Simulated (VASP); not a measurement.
# H4CO2 in VASP: single point with r2SCAN+D3(BJ)

Aim: the single point of H4CO2 with r2SCAN+D3(BJ).

All numbers are computed with VASP 6.6.1; they aren't measurements. Logs are shortened: lines on timing, memory, paths and dates and some standing lists are left out, and cuts for length are marked.

### 1 The cell of the first run

The cell holds a disordered packing, 35 atoms: a = 7.426 Å, b = 7.426 Å, c = 7.426 Å, α = 90.00°, β = 90.00°, γ = 90.00°.

### 2 Single point, r2SCAN+D3(BJ)

POSCAR reads:

```
H4CO2
1.0
    7.4259380000      0.0000000000      0.0000000000
    0.0000000000      7.4259380000      0.0000000000
    0.0000000000      0.0000000000      7.4259380000
O H C
10 20 5
Direct
    0.7288507620      0.5517617301      0.0934859283
    0.1342657115      0.2568549047      0.9938481599
    0.4937043078      0.5958114255      0.3972609616
    0.6116925747      0.4853029952      0.7309386565
    0.1334180258      0.3100725902      0.6138299425
    1.0991131052      0.6759277150      0.4957183567
    0.2319060052      0.6126307851      1.1042792787
    0.7899485282      0.1097353841      0.3377673885
    0.4862444623      0.9006279879      0.8515963954
    0.3618672088      0.1237900150      0.3791965092
    0.6676328873      0.5571838103     -0.0222513006
    0.8108314248      0.4518824298      0.0779726804
    0.1791985861      0.3744275494      1.0305456437
    0.1372860972      0.2650431034      0.8626066996
    0.5778021739      0.5817979586      0.2972211029
    0.3790611616      0.6187649205      0.3395370321
    0.6267654792      0.3576391599      0.7162761390
    0.5549228477      0.5232828761      0.6179079807
    0.1272703001      0.4347933064      0.5739777092
    0.2300120508      0.2590162024      0.5408710813
    0.8617107996      0.6543511335      0.6275721379
    0.9374523353      0.8865328062      0.5570162550
    0.2029043357      0.8791384348      1.0550543085
    0.1645425754      0.7180677309      0.8635754348
    1.0626432468      0.1004926565      0.3270689347
    0.9535546604      0.3245356138      0.2959755822
    0.6200517565      1.0307845805      0.6542915760
    0.4566861692      0.8507560972      0.5844332714
    0.4767841563      0.2988963471      0.2052002591
    0.4894958416      0.0528391979      0.1491164024
    0.9640076489      0.7402614700      0.5606625800
    0.2006880559      0.7390054011      1.0062366855
    0.9361939196      0.1791007984      0.3195855255
    0.5198052064      0.9274974726      0.6946630547
    0.4455016925      0.1589435101      0.2429292466
```

INCAR.step1 reads:

```
SYSTEM = H4CO2
  ALGO = Normal
  EDIFF = 1E-4
  ENCUT = 520
  GGA = PE
  ISMEAR = -1
  LASPH = .TRUE.
  LCHARG = .FALSE.
  LREAL = Auto
  LWAVE = .TRUE.
  NBANDS = 73
  NELM = 80
  PREC = Accurate
  SIGMA = 0.02
```

INCAR.step2 reads:

```
SYSTEM = H4CO2
  ALGO = Normal
  EDIFF = 1E-6
  ENCUT = 520
  ISIF = 2
  ISMEAR = -1
  ISTART = 1
  IVDW = 12
  LASPH = .TRUE.
  LCHARG = .TRUE.
  LELF = .TRUE.
  LMIXTAU = .TRUE.
  LREAL = Auto
  LVHAR = .TRUE.
  LWAVE = .FALSE.
  METAGGA = R2SCAN
  NBANDS = 73
  NELM = 80
  PREC = Accurate
  SIGMA = 0.02
  VDW_A1 = 0.49484001
  VDW_A2 = 5.73083694
  VDW_S6 = 1.0
  VDW_S8 = 0.78981345
```

KPOINTS reads:

```
k-points
0
G
  1 1 1
  0 0 0
```

Potentials or basis: VASP PAW PBE potentials, release 64 (O, H, C).

Command:

```
> cat potpaw_PBE.64/O/POTCAR potpaw_PBE.64/H/POTCAR potpaw_PBE.64/C/POTCAR > POTCAR
> cp INCAR.step1 INCAR
> mpirun -np 1 vasp_gam > vasp.out
> cp INCAR.step2 INCAR
> mpirun -np 1 vasp_gam > vasp.out
```

OUTCAR:

```text
SYSTEM = H4CO2
   EDIFF = 1E-6
   ENCUT = 520
   ISIF = 2
   ISMEAR = -1
   ISTART = 1
   IVDW = 12
   LASPH = .TRUE.
   LREAL = Auto
   METAGGA = R2SCAN
   NELM = 80
   PREC = Accurate
 IVDW          = 12

 ion  position               nearest neighbor table
   1  0.729  0.552  0.093-  12 0.97  11 0.97
   2  0.134  0.257  0.994-  13 0.97  14 0.98
   3  0.494  0.596  0.397-  16 0.97  15 0.98
   4  0.612  0.485  0.731-  17 0.96  18 0.98
   5  0.133  0.310  0.614-  19 0.97  20 0.98
   6  0.099  0.676  0.496-  31 1.21
   7  0.232  0.613  0.104-  32 1.21
   8  0.790  0.110  0.338-  33 1.21
   9  0.486  0.901  0.852-  34 1.21
  10  0.362  0.124  0.379-  35 1.22
  11  0.668  0.557  0.978-   1 0.97
[... 17 lines left out ...]
  29  0.477  0.299  0.205-  35 1.10
  30  0.489  0.053  0.149-  35 1.10
  31  0.964  0.740  0.561-  22 1.10  21 1.11   6 1.21
  32  0.201  0.739  0.006-  23 1.10  24 1.10   7 1.21
  33  0.936  0.179  0.320-  26 1.10  25 1.11   8 1.21
  34  0.520  0.927  0.695-  28 1.10  27 1.11   9 1.21
  35  0.446  0.159  0.243-  29 1.10  30 1.10  10 1.22

  LATTYP: Found a simple cubic cell.
 ALAT       =     7.4259380000

  Lattice vectors:

 A1 = (   7.4259380000,   0.0000000000,   0.0000000000)
 A2 = (   0.0000000000,   7.4259380000,   0.0000000000)
 A3 = (   0.0000000000,   0.0000000000,   7.4259380000)

Analysis of symmetry for initial positions (statically):
=====================================================================
 Subroutine PRICEL returns:
 Original cell was already a primitive cell.

 Routine SETGRP: Setting up the symmetry group for a
 simple cubic supercell.

 Subroutine GETGRP returns: Found  1 space group operations
 (whereof  1 operations were pure point group operations)
 out of a pool of 48 trial point group operations.

The static configuration has the point symmetry C_1 .

Analysis of symmetry for dynamics (positions and initial velocities):
=====================================================================
 Subroutine PRICEL returns:
 Original cell was already a primitive cell.

 Routine SETGRP: Setting up the symmetry group for a
 simple cubic supercell.

 Subroutine GETGRP returns: Found  1 space group operations
 (whereof  1 operations were pure point group operations)
 out of a pool of 48 trial point group operations.

The dynamic configuration has the point symmetry C_1 .

 Subroutine INISYM returns: Found  1 space group operations
 (whereof  1 operations are pure point group operations),
 and found     1 'primitive' translations

----------------------------------------------------------------------------------------

                                     Primitive cell

  volume of cell :     409.5000

  direct lattice vectors                    reciprocal lattice vectors
     7.425938000  0.000000000  0.000000000     0.134663123  0.000000000  0.000000000
     0.000000000  7.425938000  0.000000000     0.000000000  0.134663123  0.000000000
     0.000000000  0.000000000  7.425938000     0.000000000  0.000000000  0.134663123

  length of vectors
     7.425938000  7.425938000  7.425938000     0.134663123  0.134663123  0.134663123

  position of ions in fractional coordinates (direct lattice)
     0.728850762  0.551761730  0.093485928
     0.134265711  0.256854905  0.993848160
     0.493704308  0.595811426  0.397260962
     0.611692575  0.485302995  0.730938657
     0.133418026  0.310072590  0.613829942
     0.099113105  0.675927715  0.495718357
[... 27 lines left out ...]
     0.519805206  0.927497473  0.694663055
     0.445501693  0.158943510  0.242929247

  ion indices of the primitive-cell ions
   primitive index   ion index
                 1           1
                 2           2
                 3           3
                 4           4
                 5           5
                 6           6
[... 27 lines left out ...]
                34          34
                35          35

----------------------------------------------------------------------------------------

 KPOINTS: k-points

Automatic generation of k-mesh.
 Grid dimensions read from file:
 generate k-points for:    1    1    1

 Generating k-lattice:

  Cartesian coordinates                     Fractional coordinates (reciprocal lattice)
     0.134663123  0.000000000  0.000000000     1.000000000  0.000000000  0.000000000
     0.000000000  0.134663123  0.000000000     0.000000000  1.000000000  0.000000000
     0.000000000  0.000000000  0.134663123     0.000000000  0.000000000  1.000000000

  Length of vectors
     0.134663123  0.134663123  0.134663123

  Shift w.r.t. Gamma in fractional coordinates (k-lattice)
     0.000000000  0.000000000  0.000000000

 Subroutine IBZKPT returns following result:
 ===========================================

 Found      1 irreducible k-points:

 Following reciprocal coordinates:
            Coordinates               Weight
  0.000000  0.000000  0.000000      1.000000
   k-points           NKPTS =      1   k-points in BZ     NKDIM =      1   number of bands    NBANDS=     73
   number of dos      NEDOS =    301   number of ions     NIONS =     35
   total plane-waves  NPLWV = 175616
   dimension x,y,z NGX =    56 NGY =   56 NGZ =   56
   dimension x,y,z NGXF=   112 NGYF=  112 NGZF=  112
   ions per type =              10  20   5
   NGX,Y,Z   is equivalent  to a cutoff of  12.54, 12.54, 12.54 a.u.
   NGXF,Y,Z  is equivalent  to a cutoff of  25.07, 25.07, 25.07 a.u.
 SYSTEM =  H4CO2
   PREC   = accura    normal or accurate (medium, high low for compatibility)
   ISTART =      1    job   : 0-new  1-cont  2-samecut
   ICHARG =      0    charge: 1-file 2-atom 10-const
   ISPIN  =      1    spin polarized calculation?
   LNONCOLLINEAR =      F non collinear calculations
   LSORBIT =      F    spin-orbit coupling
   LASPH  =      T    aspherical Exc in radial PAW
   ENCUT  =  520.0 eV  38.22 Ry    6.18 a.u.  13.81 13.81 13.81*2*pi/ulx,y,z
   NELM   =     80;   NELMIN=  2; NELMDL=  0     # of ELM steps
   EDIFF  = 0.1E-05   stopping-criterion for ELM
   LREAL  =      T    real-space projection
   EDIFFG = 0.1E-04   stopping-criterion for IOM
   NSW    =      0    number of steps for IOM
   IBRION =     -1    ionic relax: 0-MD 1-quasi-New 2-CG
   NFREE  =      0    steps in history (QN), initial steepest desc. (CG)
   ISIF   =      2    stress and relaxation
   ISYM   =      2    0-nonsym 1-usesym 2-fastsym
   POTIM  = 0.5000    time-step for ionic-motion
   TEBEG  =    0.0;   TEEND  =   0.0 temperature during run
   PSTRESS=    0.0 pullay stress
   NELECT =     100.0000    total number of electrons
   NUPDOWN=      -1.0000    fix difference up-down
   EMIN   =  10.00;   EMAX   =-10.00  energy-range for DOS
   EFERMI =   0.00;   METHOD = LEGACY
   ISMEAR =    -1;   SIGMA  =   0.02  broadening in eV -4-tet -1-fermi 0-gaus
   EFERMI_NEDOS =   21; number of points for ismear=-14 and -15
   IALGO  =     38    algorithm
   IMIX   =      4    mixing-type and parameters
     AMIX     =   0.40;   BMIX     =  1.00
     AMIX_MAG =   1.60;   BMIX_MAG =  1.00
  volume/ion in A,a.u.               =      11.70        78.96
  Fermi-wavevector in a.u.,A,eV,Ry     =   1.023270  1.933700 14.246404  1.047081
  Thomas-Fermi vector in A             =   2.156994
   LORBIT       =      0    0 simple, 1 ext, 2 COOP (PROOUT), +10 PAW based schemes
   METAGGA = R2SCAN    functional components
   LHFCALC =     F    Hartree Fock is set to
   AEXX    =    0.0000 exact exchange contribution
   IVDW    =    12    specifies the selected vdW correction
   LEPSILON=     F    determine dielectric tensor
   LRPA    =     F    only Hartree local field effects (RPA)
 non-spin polarized calculation
  energy-cutoff  :      520.00
  volume of cell :      409.50
 maximum number of plane-waves:      5534
 NGX is ok and might be reduce to    54
   NGX = 27   NGY = 27   NGZ = 27

 number of electron     100.0000012 magnetization

 Free energy of the ion-electron system (eV)
  ---------------------------------------------------
  ext. energy  EPLUGINS =         0.00000000
  ---------------------------------------------------
  free energy    TOTEN  =      -199.57343330 eV

  energy without entropy =     -199.57343330  energy(sigma->0) =     -199.57343330

 E-fermi :  -2.6791     XC(G=0):  -6.9711

 val. band max:       -3.2262280663   @ k =   0.0000   0.0000   0.0000
 cond. band min:       0.4179057400   @ k =   0.0000   0.0000   0.0000
 fundamental gap:      3.6441338063
 Fermi energy:        -2.6790848146

 k-point     1 :       0.0000    0.0000    0.0000
  band No.  band energies     occupation
      1     -25.4310      2.00000
      2     -25.2986      2.00000
      3     -25.0276      2.00000
      4     -24.8597      2.00000
      5     -24.7600      2.00000
      6     -23.6276      2.00000
[... 54 lines left out ...]
     61       5.1079      0.00000
     62       5.5100      0.00000
 [bands above 62 left out]

------------------------ aborting loop because EDIFF is reached ----------------------------------------

 Edisp (eV)   -0.68377

 E8    (eV) :    -0.1093

  FORCE on cell =-STRESS in cart. coord.  units (eV):
  Direction    XX          YY          ZZ          XY          YZ          ZX
  --------------------------------------------------------------------------------------
  -------------------------------------------------------------------------------------
  Total      -1.29003    -0.72756    -1.28140    -0.05185    -0.29178    -0.23921
  in kB      -5.04725    -2.84659    -5.01349    -0.20287    -1.14160    -0.93592
  external pressure =       -4.30 kB  Pullay stress =        0.00 kB

 VOLUME and BASIS-vectors are now :
 -----------------------------------------------------------------------------
  energy-cutoff  :      520.00
  volume of cell :      409.50
      direct lattice vectors                 reciprocal lattice vectors
     7.425938000  0.000000000  0.000000000     0.134663123  0.000000000  0.000000000
     0.000000000  7.425938000  0.000000000     0.000000000  0.134663123  0.000000000
     0.000000000  0.000000000  7.425938000     0.000000000  0.000000000  0.134663123

 POSITION                                       TOTAL-FORCE (eV/Angst)
 -----------------------------------------------------------------------------------
      5.41240      4.09735      0.69422         0.012592     -0.094493      0.002796
      0.99705      1.90739      7.38025        -0.023446      0.019260      0.039372
      3.66622      4.42446      2.95004         0.086506     -0.013027     -0.017369
      4.54239      3.60383      5.42791        -0.027921      0.075274      0.016884
      0.99075      2.30258      4.55826        -0.027590     -0.073173      0.053947
      0.73601      5.01940      3.68117         0.521896     -0.259258     -0.163128
[... 27 lines left out ...]
      3.86004      6.88754      5.15852         0.119963      0.022560     -0.526181
      3.30827      1.18030      1.80398         0.315939      0.143729     -0.535327
 -----------------------------------------------------------------------------------
    total drift:                                0.009289      0.001625     -0.007029

  FREE ENERGIE OF THE ION-ELECTRON SYSTEM (eV)
  ---------------------------------------------------
  free  energy   TOTEN  =      -200.2572080231 eV

  energy  without entropy=     -200.2572080231  energy(sigma->0) =     -200.25720802
```

Run time: 5.7 min. Hardware: 1 thread of AMD EPYC 7R13, shared host; peak memory 0.43 GiB.

Results:

* Free energy: -200.2572 eV
* Pressure: -0.4 GPa
* Largest force: 0.686 eV/Å
* Band gap on the k mesh: 3.64 eV
* Dispersion energy per atom: -0.020 eV

Forces on the atoms (eV/Å):
```
O    0.013 -0.094  0.003
O   -0.023  0.019  0.039
O    0.087 -0.013 -0.017
O   -0.028  0.075  0.017
O   -0.028 -0.073  0.054
O    0.522 -0.259 -0.163
O    0.136 -0.506  0.380
O   -0.598 -0.245  0.058
O   -0.155 -0.082  0.587
O   -0.325 -0.133  0.522
H   -0.116  0.066 -0.145
H    0.090  0.006  0.081
H    0.046  0.107  0.138
H   -0.040 -0.083 -0.188
H    0.149 -0.025 -0.050
H   -0.173  0.035  0.043
H    0.051 -0.178  0.046
H   -0.039  0.103 -0.105
H   -0.052  0.182 -0.005
H    0.091 -0.159 -0.062
H    0.029  0.054 -0.058
H    0.074  0.039 -0.078
H    0.000  0.042 -0.006
H    0.012  0.012  0.009
H   -0.044  0.030 -0.030
H   -0.019  0.092 -0.050
H   -0.023 -0.010 -0.051
H   -0.002  0.063  0.014
H    0.015  0.009  0.017
H   -0.005  0.014  0.038
C   -0.592  0.112  0.328
C   -0.143  0.490 -0.325
C    0.655  0.146  0.019
C    0.120  0.023 -0.526
C    0.316  0.144 -0.535
```

Stress tensor (GPa, compression positive):
```
-0.50 -0.02 -0.09
-0.02 -0.28 -0.11
-0.09 -0.11 -0.50
```

Caveat: the k points lie up to 0.85 Å⁻¹ apart, too coarse for converged energies, forces and pressures; the PAW data sets were made with another functional, which shifts forces and pressure a little.
